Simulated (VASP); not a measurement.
Wanted: the native input for a VASP 6.6.1 run.

```yaml
Task: single point
Functional: PBEsol
Potentials_or_basis: VASP PAW PBE potentials, release 64 (Ta_pv, N)
Cutoff: 520 eV
k_mesh: 15 × 15 × 8
Occupations: gaussian, width 0.15 eV
Spin: no spin polarisation
Dipole_correction: no
Further_INCAR_settings: ALGO = Normal; EDIFF = 1e-07; NBANDS = 24
```

The structure of TaN lies in POSCAR:

```
TaN
1.0
    2.8891806446      0.0000000000      0.0000000000
   -1.4445903223      2.5021038344      0.0000000000
    0.0000000000      0.0000000000      5.8600190937
Ta N
2 2
Direct
   -0.0775250030     -0.0567522411      0.0000000000
    0.0775250030      0.0567522411      0.5000000000
    0.3333333333      0.6666666667      0.2500000000
    0.6666666667      0.3333333333      0.7500000000
```

This cell differs from its parent crystal: mode 4 frozen in at -0.142 Å and mode 5 at -0.142 Å (largest displacements).

One way to write it, as run:

INCAR

```
PREC = Accurate ; ENCUT = 520
EDIFF = 1E-7 ; ISMEAR = 0
SIGMA = 0.15 ; LREAL = F
LASPH = T ; NELM = 80
ALGO = Normal ; ISIF = 2
LWAVE = F ; LCHARG = T
GGA = PS ; LELF = T
LVHAR = T ; NBANDS = 24
```

KPOINTS

```
Automatic mesh
0
Gamma
  15 15 8
```

Potentials or basis: VASP PAW PBE potentials, release 64 (Ta_pv, N).

Launch:

```console
$ cat potpaw_PBE.64/Ta_pv/POTCAR potpaw_PBE.64/N/POTCAR > POTCAR
$ mpirun -np 1 vasp_std > vasp.out
```

Results of the run:

```json
{"Pressure": "7.5 GPa", "Largest force": "2.727 eV/Å", "Band gap on the k mesh": "zero (band 16 reaches 8.73 eV, above the bottom of band 17 at 8.02 eV)"}
```

Caveat: the cell differs from its parent crystal (mode 4 frozen in at -0.142 Å and mode 5 at -0.142 Å (largest displacements)); the PAW data sets were made with another functional, which shifts forces and pressure a little; spin-orbit coupling is left out, which moves the levels of the heavy elements.

Run time: 5.7 min on 1 thread of AMD EPYC 9R45 96-Core Processor (Zen 5), on a shared host, peak memory 0.53 GiB.
